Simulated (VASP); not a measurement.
Set up this calculation in VASP 6.6.1, as the native input.

- Task: electric field gradients
- Functional: PBE
- Potentials or basis: VASP PAW PBE potentials, release 64 (Cd, S)
- Cutoff: 520 eV
- k mesh: 7 × 7 × 7
- Occupations: fermi-dirac, width 0.02 eV
- Spin: no spin polarisation
- Dipole correction: no
- Further INCAR settings: ALGO = Normal; EDIFF = 1e-08; NBANDS = 16

The structure of CdS lies in POSCAR:

```
CdS
1.0
    0.0000000000      2.9331107376      2.9331107376
    2.9331107376      0.0000000000      2.9331107376
    2.9331107376      2.9331107376      0.0000000000
Cd S
1 1
Direct
    0.0000000000      0.0000000000      0.0000000000
    0.7500000000      0.7500000000      0.7500000000
```

This cell differs from its parent crystal: volume scaled by 0.99.

These files were run (other wordings do the same):

INCAR

```
SYSTEM = CdS
PREC = Accurate
ENCUT = 520
EDIFF = 1E-8
ISMEAR = -1
SIGMA = 0.02
LREAL = .FALSE.
LASPH = .TRUE.
NELM = 80
ALGO = Normal
ISIF = 2
LWAVE = .FALSE.
LCHARG = .FALSE.
GGA = PE
LEFG = .TRUE.
NBANDS = 16
```

KPOINTS

```
regular mesh
0
G
  7 7 7
  0 0 0
```

Potentials or basis: VASP PAW PBE potentials, release 64 (Cd, S).

Command:

```sh
$ cat potpaw_PBE.64/Cd/POTCAR potpaw_PBE.64/S/POTCAR > POTCAR
$ mpirun -np 1 vasp_std > vasp.out
```

It gave:

```
Pressure               : 2.1 GPa
Band gap on the k mesh : 1.11 eV, direct
```

Caveat: without QUAD_EFG the Cq values of the log hold for a quadrupole moment of 1 mb, not for the nuclei.

It took 31 s on 1 thread of AMD EPYC 7R13 (shared host), peak memory 0.15 GiB.
